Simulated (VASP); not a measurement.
# MgH2 (C222_1) in VASP: further runs

The runs below take MgH2 through single point, relaxation of cell and atoms, with PBE.

Program: VASP 6.6.1. These are calculated values, not measurements. Logs are shortened: lines on timing, memory, paths and dates and some standing lists are left out, and cuts for length are marked.

## 1. The cell of the first run

It takes space group C222_1 (No. 20, orthorhombic). The conventional cell has a = 4.496 Å, b = 4.611 Å, c = 4.847 Å, α = 90.00°, β = 90.00°, γ = 90.00°. Mg (site symmetry 2) has 6 H at 1.88 to 1.89 Å and 2 Mg at 2.57 Å within 2.6 Å. Within 2.6 Å of H (site symmetry 1) lie 3 Mg at 1.88 to 1.89 Å and 7 H at 2.26 to 2.53 Å.

The cell was built from a structure type or drawn by symmetry, and may not be a known phase.

## 2. Single point, PBE

Contents of INCAR:

```
SYSTEM = MgH2
PREC = Accurate ; ENCUT = 520
EDIFF = 1E-7 ; ISMEAR = 0
SIGMA = 0.1 ; LREAL = .FALSE.
LASPH = .TRUE. ; NELM = 100
ALGO = Normal ; ISIF = 2
LWAVE = .FALSE. ; LCHARG = .FALSE.
GGA = PE ; NBANDS = 13
```

Contents of KPOINTS:

```
regular mesh
0
G
  6 6 4
  0 0 0
```

Contents of POSCAR:

```
MgH2
1.0
    2.2479461100     -2.3055819800      0.0000000000
    2.2479461100      2.3055819800      0.0000000000
    0.0000000000      0.0000000000      4.8470947400
Mg H
2 4
Direct
    0.0961728700      0.0961728700      0.0000000000
    0.9038271300      0.9038271300      0.5000000000
    0.4072456500      0.0641537300      0.6692364300
    0.5927543500      0.9358462700      0.1692364300
    0.9358462700      0.5927543500      0.8307635700
    0.0641537300      0.4072456500      0.3307635700
```

Potentials or basis: VASP PAW PBE potentials, release 64 (Mg, H).

The run is started by

```sh
$ cat potpaw_PBE.64/Mg/POTCAR potpaw_PBE.64/H/POTCAR > POTCAR
$ mpirun -np 1 vasp_std > vasp.out
```

OUTCAR:

```text
SYSTEM = MgH2
   PREC = Accurate
   ENCUT = 520
   EDIFF = 1E-7
   ISMEAR = 0
   LREAL = .FALSE.
   LASPH = .TRUE.
   NELM = 100
   ISIF = 2
   GGA = PE

 ion  position               nearest neighbor table
   1  0.096  0.096  0.000-   5 1.88   4 1.88   4 1.88   5 1.88   3 1.89   6 1.89   2 2.57   2 2.57
                             2 3.62   2 3.62   2 3.62   2 3.62
   2  0.904  0.904  0.500-   3 1.88   6 1.88   3 1.88   6 1.88   5 1.89   4 1.89   1 2.57   1 2.57
                             1 3.62   1 3.62   1 3.62   1 3.62
   3  0.407  0.064  0.669-   2 1.88   2 1.88   1 1.89
   4  0.593  0.936  0.169-   1 1.88   1 1.88   2 1.89
   5  0.936  0.593  0.831-   1 1.88   1 1.88   2 1.89
   6  0.064  0.407  0.331-   2 1.88   2 1.88   1 1.89

  LATTYP: Found a base centered orthorhombic cell.
 ALAT       =     4.4958922200
 B/A-ratio  =     1.0256393468
 C/A-ratio  =     1.0781163121

  Lattice vectors:

 A1 = (   2.2479461100,  -2.3055819800,   0.0000000000)
 A2 = (   2.2479461100,   2.3055819800,   0.0000000000)
 A3 = (   0.0000000000,   0.0000000000,   4.8470947400)

Analysis of symmetry for initial positions (statically):
=====================================================================
 Subroutine PRICEL returns:
 Original cell was already a primitive cell.

 Routine SETGRP: Setting up the symmetry group for a
 base centered orthorhombic supercell.

 Subroutine GETGRP returns: Found  4 space group operations
 (whereof  2 operations were pure point group operations)
 out of a pool of  8 trial point group operations.

The static configuration has the point symmetry C_2 .
 The point group associated with its full space group is D_2 .

Analysis of symmetry for dynamics (positions and initial velocities):
=====================================================================
 Subroutine PRICEL returns:
 Original cell was already a primitive cell.

 Routine SETGRP: Setting up the symmetry group for a
 base centered orthorhombic supercell.

 Subroutine GETGRP returns: Found  4 space group operations
 (whereof  2 operations were pure point group operations)
 out of a pool of  8 trial point group operations.

The dynamic configuration has the point symmetry C_2 .
 The point group associated with its full space group is D_2 .

 Subroutine INISYM returns: Found  4 space group operations
 (whereof  2 operations are pure point group operations),
 and found     1 'primitive' translations

----------------------------------------------------------------------------------------

                                     Primitive cell

  volume of cell :      50.2433

  direct lattice vectors                    reciprocal lattice vectors
     2.247946110 -2.305581980  0.000000000     0.222425261 -0.216864984  0.000000000
     2.247946110  2.305581980  0.000000000     0.222425261  0.216864984  0.000000000
     0.000000000  0.000000000  4.847094740     0.000000000  0.000000000  0.206309151

  length of vectors
     3.220088505  3.220088505  4.847094740     0.310649993  0.310649993  0.206309151

  position of ions in fractional coordinates (direct lattice)
     0.096172870  0.096172870  0.000000000
     0.903827130  0.903827130  0.500000000
     0.407245650  0.064153730  0.669236430
     0.592754350  0.935846270  0.169236430
     0.935846270  0.592754350  0.830763570
     0.064153730  0.407245650  0.330763570

  ion indices of the primitive-cell ions
   primitive index   ion index
                 1           1
                 2           2
                 3           3
                 4           4
                 5           5
                 6           6

----------------------------------------------------------------------------------------

 KPOINTS: regular mesh

Automatic generation of k-mesh.
 Grid dimensions read from file:
 generate k-points for:    6    6    4

 Generating k-lattice:

  Cartesian coordinates                     Fractional coordinates (reciprocal lattice)
     0.037070877 -0.036144164  0.000000000     0.166666667  0.000000000  0.000000000
     0.037070877  0.036144164  0.000000000     0.000000000  0.166666667  0.000000000
     0.000000000  0.000000000  0.051577288     0.000000000  0.000000000  0.250000000

  Length of vectors
     0.051774999  0.051774999  0.051577288

  Shift w.r.t. Gamma in fractional coordinates (k-lattice)
     0.000000000  0.000000000  0.000000000

 Subroutine IBZKPT returns following result:
 ===========================================

 Found     39 irreducible k-points:

 Following reciprocal coordinates:
            Coordinates               Weight
  0.000000  0.000000  0.000000      1.000000
  0.166667  0.000000  0.000000      4.000000
  0.333333  0.000000  0.000000      4.000000
  0.500000 -0.000000  0.000000      2.000000
  0.166667  0.166667  0.000000      2.000000
  0.333333  0.166667  0.000000      4.000000
[... 16 lines left out ...]
  0.333333  0.333333  0.250000      4.000000
  0.500000  0.333333  0.250000      8.000000
 [... further k-points ...]
   k-points           NKPTS =     39   k-points in BZ     NKDIM =     39   number of bands    NBANDS=     13
   number of dos      NEDOS =    301   number of ions     NIONS =      6
   total plane-waves  NPLWV =  20736
   dimension x,y,z NGX =    24 NGY =   24 NGZ =   36
   dimension x,y,z NGXF=    48 NGYF=   48 NGZF=   72
   ions per type =               2   4
   NGX,Y,Z   is equivalent  to a cutoff of  12.39, 12.39, 12.35 a.u.
   NGXF,Y,Z  is equivalent  to a cutoff of  24.78, 24.78, 24.69 a.u.
 SYSTEM =  MgH2
   PREC   = accura    normal or accurate (medium, high low for compatibility)
   ISTART =      0    job   : 0-new  1-cont  2-samecut
   ICHARG =      2    charge: 1-file 2-atom 10-const
   ISPIN  =      1    spin polarized calculation?
   LNONCOLLINEAR =      F non collinear calculations
   LSORBIT =      F    spin-orbit coupling
   LASPH  =      T    aspherical Exc in radial PAW
   ENCUT  =  520.0 eV  38.22 Ry    6.18 a.u.   5.99  5.99  9.01*2*pi/ulx,y,z
   NELM   =    100;   NELMIN=  2; NELMDL= -5     # of ELM steps
   EDIFF  = 0.1E-06   stopping-criterion for ELM
   LREAL  =      F    real-space projection
   EDIFFG = 0.1E-05   stopping-criterion for IOM
   NSW    =      0    number of steps for IOM
   IBRION =     -1    ionic relax: 0-MD 1-quasi-New 2-CG
   NFREE  =      0    steps in history (QN), initial steepest desc. (CG)
   ISIF   =      2    stress and relaxation
   ISYM   =      2    0-nonsym 1-usesym 2-fastsym
   POTIM  = 0.5000    time-step for ionic-motion
   TEBEG  =    0.0;   TEEND  =   0.0 temperature during run
   PSTRESS=    0.0 pullay stress
   NELECT =       8.0000    total number of electrons
   NUPDOWN=      -1.0000    fix difference up-down
   EMIN   =  10.00;   EMAX   =-10.00  energy-range for DOS
   EFERMI =   0.00;   METHOD = LEGACY
   ISMEAR =     0;   SIGMA  =   0.10  broadening in eV -4-tet -1-fermi 0-gaus
   EFERMI_NEDOS =   21; number of points for ismear=-14 and -15
   IALGO  =     38    algorithm
   IMIX   =      4    mixing-type and parameters
     AMIX     =   0.40;   BMIX     =  1.00
     AMIX_MAG =   1.60;   BMIX_MAG =  1.00
  volume/ion in A,a.u.               =       8.37        56.51
  Fermi-wavevector in a.u.,A,eV,Ry     =   0.887317  1.676786 10.712297  0.787332
  Thomas-Fermi vector in A             =   2.008599
   LORBIT       =      0    0 simple, 1 ext, 2 COOP (PROOUT), +10 PAW based schemes
   GGA     = PE    functional components
   LHFCALC =     F    Hartree Fock is set to
   AEXX    =    0.0000 exact exchange contribution
   IVDW    =     0    specifies the selected vdW correction
   LEPSILON=     F    determine dielectric tensor
   LRPA    =     F    only Hartree local field effects (RPA)
 non-spin polarized calculation
 Gauss-broadening in eV      SIGMA  =   0.10
  energy-cutoff  :      520.00
  volume of cell :       50.24
 maximum number of plane-waves:      1370
   NGX = 11   NGY = 11   NGZ = 19

 number of electron       7.9999999 magnetization

 Free energy of the ion-electron system (eV)
  ---------------------------------------------------
  ext. energy  EPLUGINS =         0.00000000
  ---------------------------------------------------
  free energy    TOTEN  =       -16.14403397 eV

  energy without entropy =      -16.14403397  energy(sigma->0) =      -16.14403397

 E-fermi :   2.3095     XC(G=0):  -9.1173

 val. band max:        1.8653314254   @ k =   0.0000   0.0000   0.5000
 cond. band min:       3.3736346165   @ k =   0.5000   0.5000   0.0000
 fundamental gap:      1.5083031911
 Fermi energy:         2.3094583355

 k-point     1 :       0.0000    0.0000    0.0000
  band No.  band energies     occupation
      1      -7.0900      2.00000
      2      -2.6014      2.00000
      3      -0.3222      2.00000
      4       1.6673      2.00000
      5       6.6320      0.00000
      6       8.5667      0.00000
      7      10.2165      0.00000
      8      10.8610      0.00000
      9      11.6459      0.00000
     10      12.5469      0.00000
     11      13.7753      0.00000
     12      15.1926      0.00000
     13      15.2117      0.00000

 k-point     2 :       0.1667    0.0000    0.0000
  band No.  band energies     occupation
      1      -6.7246      2.00000
      2      -2.3157      2.00000
      3      -0.3453      2.00000
      4       0.9670      2.00000
      5       5.9473      0.00000
      6       8.0142      0.00000
      7       9.5897      0.00000
      8      10.5642      0.00000
      9      12.3447      0.00000
     10      12.6434      0.00000
     11      14.1881      0.00000
     12      15.1735      0.00000
     13      15.7138      0.00000

 k-point     3 :       0.3333    0.0000    0.0000
  band No.  band energies     occupation
      1      -5.6591      2.00000
      2      -1.8568      2.00000
      3      -1.3808      2.00000
      4       0.4920      2.00000
      5       4.9407      0.00000
      6       7.0683      0.00000
      7       8.8963      0.00000
      8      10.3581      0.00000
      9      12.5495      0.00000
     10      13.3365      0.00000
     11      13.7741      0.00000
     12      14.4853      0.00000
     13      16.4087      0.00000

 k-point     4 :       0.5000   -0.0000    0.0000
  band No.  band energies     occupation
      1      -4.2989      2.00000
      2      -3.5203      2.00000
      3      -0.6022      2.00000
      4       0.0364      2.00000
      5       5.0557      0.00000
      6       5.6828      0.00000
      7       9.5684      0.00000
      8      10.9742      0.00000
      9      11.4530      0.00000
     10      12.3089      0.00000
     11      14.0786      0.00000
     12      14.5344      0.00000
     13      17.2570      0.00000

 k-point     5 :       0.1667    0.1667    0.0000
  band No.  band energies     occupation
      1      -6.3476      2.00000
      2      -2.0112      2.00000
      3      -0.1707      2.00000
      4       0.2968      2.00000
      5       5.2978      0.00000
      6       7.9086      0.00000
      7       8.6226      0.00000
      8      10.1198      0.00000
      9      11.7128      0.00000
     10      12.2969      0.00000
     11      13.6286      0.00000
     12      15.7416      0.00000
     13      17.5965      0.00000
[... 257 lines left out ...]
 k-point    22 :      -0.1667    0.1667    0.2500
  band No.  band energies     occupation
      1      -6.0185      2.00000
      2      -3.3742      2.00000
      3       0.1950      2.00000
      4       1.2833      2.00000
      5       6.1944      0.00000
      6       6.4026      0.00000
      7       9.1967      0.00000
      8      10.5604      0.00000
      9      12.5932      0.00000
     10      13.0041      0.00000
     11      13.7466      0.00000
     12      14.3706      0.00000
     13      15.0133      0.00000

 k-point    23 :       0.3333    0.3333    0.2500
  band No.  band energies     occupation
      1      -3.9406      2.00000
      2      -1.7301      2.00000
      3      -1.0950      2.00000
      4      -0.1466      2.00000
      5       4.6433      0.00000
      6       5.9178      0.00000
      7       6.6997      0.00000
      8       7.9895      0.00000
      9       9.2413      0.00000
     10      11.3224      0.00000
     11      13.7771      0.00000
     12      15.0997      0.00000
     13      16.8990      0.00000

 k-point    24 :       0.5000    0.3333    0.2500
  band No.  band energies     occupation
      1      -2.7729      2.00000
      2      -2.3619      2.00000
      3      -0.8838      2.00000
      4      -0.1028      2.00000
      5       4.2027      0.00000
      6       5.3097      0.00000
      7       6.0592      0.00000
      8       7.8325      0.00000
      9       9.2727      0.00000
     10       9.9067      0.00000
     11      14.1688      0.00000
     12      14.7929      0.00000
     13      16.5251      0.00000

 [... further k-points ...]

------------------------ aborting loop because EDIFF is reached ----------------------------------------

  FORCE on cell =-STRESS in cart. coord.  units (eV):
  Direction    XX          YY          ZZ          XY          YZ          ZX
  --------------------------------------------------------------------------------------
  -------------------------------------------------------------------------------------
  Total        2.3700537      1.6795346      8.3054713      0.0000000      0.0000000      0.0000000
  in kB       75.5771999     53.5576584    264.8481196      0.0000000      0.0000000      0.0000000
  external PRESSURE =     131.3276593 kB  Pullay stress =       0.0000000 kB

 VOLUME and BASIS-vectors are now :
 -----------------------------------------------------------------------------
  energy-cutoff  :      520.00
  volume of cell :       50.24
      direct lattice vectors                 reciprocal lattice vectors
     2.247946110 -2.305581980  0.000000000     0.222425261 -0.216864984  0.000000000
     2.247946110  2.305581980  0.000000000     0.222425261  0.216864984  0.000000000
     0.000000000  0.000000000  4.847094740     0.000000000  0.000000000  0.206309151

 POSITION                                       TOTAL-FORCE (eV/Angst)
 -----------------------------------------------------------------------------------
      0.43238      0.00000      0.00000         0.791973      0.000000     -0.000000
      4.06351      0.00000      2.42355        -0.791973      0.000000     -0.000000
      1.05968     -0.79103      3.24385         0.240224     -0.171760     -0.072516
      3.43621      0.79103      0.82031        -0.240224      0.171760     -0.072516
      3.43621     -0.79103      4.02679        -0.240224     -0.171760      0.072516
      1.05968      0.79103      1.60324         0.240224      0.171760      0.072516
 -----------------------------------------------------------------------------------
    total drift:                               -0.000000      0.000000      0.000000

  FREE ENERGIE OF THE ION-ELECTRON SYSTEM (eV)
  ---------------------------------------------------
  free  energy   TOTEN  =       -16.1440339656 eV

  energy  without entropy=      -16.1440339656  energy(sigma->0) =      -16.14403397
```

Wall time 18 s (1 thread of Intel Xeon Platinum 8259CL at 2.50GHz (Skylake/Cascade Lake), shared host); peak memory 0.16 GiB.

Results:

| Item | Value |
| --- | --- |
| Free energy | -16.1440 eV |
| Pressure | 13.1 GPa |
| Largest force | 0.792 eV/Å |
| Band gap on the k mesh | 1.51 eV (least direct gap 2.43 eV) |

Forces on the atoms (eV/Å):
```
Mg   0.792  0.000  0.000
Mg  -0.792  0.000  0.000
H    0.240 -0.172 -0.073
H   -0.240  0.172 -0.073
H   -0.240 -0.172  0.073
H    0.240  0.172  0.073
```

Caveat: the cell stands under pressure. A k mesh can miss the band edges.

## 3. Single point, PBE

This run uses another cell than the first one, of 11.01 Å³/atom.

Contents of INCAR:

```
PREC = Accurate
ENCUT = 520
EDIFF = 1E-6
ISMEAR = 0
SIGMA = 0.1
LREAL = F
LASPH = T
NELM = 60
ALGO = Normal
ISIF = 2
LWAVE = F
LCHARG = F
GGA = PE
NBANDS = 13
```

Contents of KPOINTS:

```
regular mesh
0
Gamma
  6 6 4
```

Contents of POSCAR:

```
MgH2
1.0
    2.3126987353     -2.3065102900      0.0000000000
    2.3126987353      2.3065102900      0.0000000000
    0.0000000000      0.0000000000      6.1947869887
Mg H
2 4
Direct
    0.0536750871      0.0536750871      0.0000000000
    0.9463249129      0.9463249129      0.5000000000
    0.4528897400      0.0066078562      0.6467081378
    0.5471102600      0.9933921438      0.1467081378
    0.9933921438      0.5471102600      0.8532918622
    0.0066078562      0.4528897400      0.3532918622
```

Potentials or basis: VASP PAW PBE potentials, release 64 (Mg, H).

The run is started by

```sh
$ cat potpaw_PBE.64/Mg/POTCAR potpaw_PBE.64/H/POTCAR > POTCAR
$ mpirun -np 1 vasp_std > vasp.out
```

Wall time 24 s (1 thread of Intel Xeon Platinum 8259CL at 2.50GHz (Skylake/Cascade Lake), shared host); peak memory 0.18 GiB.

Results (log left out):

```
Free energy            : -16.7997 eV
Pressure               : -0.2 GPa
Largest force          : 0.023 eV/Å
Band gap on the k mesh : 1.78 eV (least direct gap 3.25 eV)
```

Forces on the atoms (eV/Å):
```
Mg   0.000  0.000  0.000
Mg   0.000  0.000  0.000
H    0.013 -0.004 -0.018
H   -0.013  0.004 -0.018
H   -0.013 -0.004  0.018
H    0.013  0.004  0.018
```

Levels at points of the mesh, in eV from the valence-band top:
| k point | band 1 | band 2 | band 3 | band 4 | band 5 | band 6 | band 7 | band 8 |
| --- | --- | --- | --- | --- | --- | --- | --- | --- |
| (0.00, 0.00, 0.00) | -7.29 | -4.20 | -3.65 | 0.00 | 6.40 | 6.62 | 8.27 | 8.34 |
| (0.50, 0.00, 0.00) | -4.60 | -3.99 | -2.67 | -2.25 | 1.98 | 2.78 | 6.88 | 8.11 |
| (0.50, 0.50, 0.00) | -2.82 | -2.81 | -1.73 | -1.47 | 1.78 | 3.35 | 4.10 | 5.27 |
| (0.00, 0.00, 0.50) | -6.41 | -6.41 | -0.93 | -0.93 | 5.59 | 5.59 | 8.55 | 8.55 |
| (0.50, 0.00, 0.50) | -3.92 | -3.92 | -3.21 | -3.21 | 4.35 | 4.35 | 5.40 | 5.40 |
| (0.50, 0.50, 0.50) | -2.34 | -2.34 | -2.23 | -2.23 | 2.47 | 2.47 | 4.31 | 4.31 |

[end of part 1 of 2]
